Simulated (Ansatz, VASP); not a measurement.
# One calculation of S, two programs

```
S
1.0
    -1.67936    1.67936    2.55490
     1.67936   -1.67936    2.55490
     1.67936    1.67936   -2.55490
S
1
Direct
  0.00000 0.00000 0.00000
```

Alike in both runs: task relaxation of cell and atoms; functional r2SCAN; k mesh 8 × 8 × 8; occupations gaussian, width 0.1 eV; no spin polarisation.

|  | VASP | Ansatz |
| --- | --- | --- |
| version | VASP 6.6.1 | Ansatz 0.2.0 |
| potentials or method | VASP PAW PBE potentials, release 64 (S), cutoff 600 eV | scalar-relativistic, plane waves, PAW |
| valence electrons in the cell | 6 | 6 |

```tsv
	VASP	Ansatz	Ansatz less VASP
gap on the k mesh at the Fermi level, each at its own relaxed structure (eV)	none	none	-
relaxed volume (Å³/atom)	19.81	19.83	+0.025
relaxed length of the cell vector where the two differ most in proportion (Å)	3.945	3.943	-0.0024
```

VASP's potentials were made for PBE, not for r2SCAN. A gap of «none» marks a metal or a gap that the smearing closes.

Noted on VASP's run: the volume moved by over 15 % at a fixed basis, so the end points are rough.
